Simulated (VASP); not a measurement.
Here is a VASP 6.6.1 calculation.

File INCAR:

```
SYSTEM = TaN
PREC = Accurate
ENCUT = 520
EDIFF = 1E-8
ISMEAR = -1
SIGMA = 0.02
LREAL = .False.
LASPH = .True.
NELM = 60
ALGO = Normal
ISIF = 2
LWAVE = .False.
LCHARG = .False.
GGA = PE
LEFG = .True.
NBANDS = 15
```

The input KPOINTS:

```
Automatic mesh
0
Gamma
  12 12 10
  0 0 0
```

The input POSCAR:

```
TaN
1.0
    2.9379988584      0.0000000000      0.0000000000
   -1.4689994292      2.5443816477      0.0000000000
    0.0000000000      0.0000000000      2.8830000000
Ta N
1 1
Direct
    0.3637040488      0.6888995735      0.5000000000
    0.0000000000      0.0000000000      0.0000000000
```

Potentials or basis: VASP PAW PBE potentials, release 64 (Ta_pv, N).

Launch:

```console
$ cat potpaw_PBE.64/Ta_pv/POTCAR potpaw_PBE.64/N/POTCAR > POTCAR
$ mpirun -np 1 vasp_std > vasp.out
```

(1) Predict the pressure.

(2) What does it give for the band gap on the k mesh?

## Answers

(1) 6.3 GPa.

(2) zero (band 8 reaches 8.41 eV, above the bottom of band 9 at 8.16 eV).

Caveat: the cell differs from its parent crystal (atom 1 (Ta) moved by [0.056569, 0.056569, 0.0] A); without QUAD_EFG the Cq values of the log hold for a quadrupole moment of 1 mb, not for the nuclei; spin-orbit coupling is left out, which moves the levels of the heavy elements; forces of over 1 eV/Å act on the atoms, so gaps and moduli don't describe the material at rest.
